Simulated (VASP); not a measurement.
A run of VASP 6.6.1:

INCAR

```
  PREC = Accurate
  ENCUT = 520
  EDIFF = 1E-6
  ISMEAR = 0
  SIGMA = 0.1
  LREAL = F
  LASPH = T
  NELM = 150
  ALGO = Normal
  ISIF = 2
  LWAVE = F
  LCHARG = F
  ISPIN = 2
  MAGMOM = 2 2 0
  LORBIT = 11
  LMAXMIX = 4
  GGA = PE
  NBANDS = 24
```

File KPOINTS:

```
Automatic mesh
0
Gamma
  6 6 6
```

Contents of POSCAR:

```
Ni2N
1.0
    3.5760489435      0.0000000000      0.0000000000
    0.0000000000      3.5760489435      0.0000000000
    0.0000000000      0.0000000000      2.7741041431
Ni N
2 1
Direct
    0.0000000000      0.5000000000      0.0000000000
    0.5000000000      0.0000000000      0.0000000000
    0.0000000000      0.0000000000      0.0000000000
```

Potentials or basis: VASP PAW PBE potentials, release 64 (Ni, N).

Command:

```sh
$ cat potpaw_PBE.64/Ni/POTCAR potpaw_PBE.64/N/POTCAR > POTCAR
$ mpirun -np 1 vasp_std > vasp.out
```

Hardware: 1 thread of Intel(R) Xeon(R) 6975P-C (Granite Rapids), on a shared host.

How long does it take, and how much memory?

It took 35 s on 1 thread of Intel(R) Xeon(R) 6975P-C (Granite Rapids), on a shared host, peak memory 0.19 GiB. Counts: scf iterations 17, k points 40.
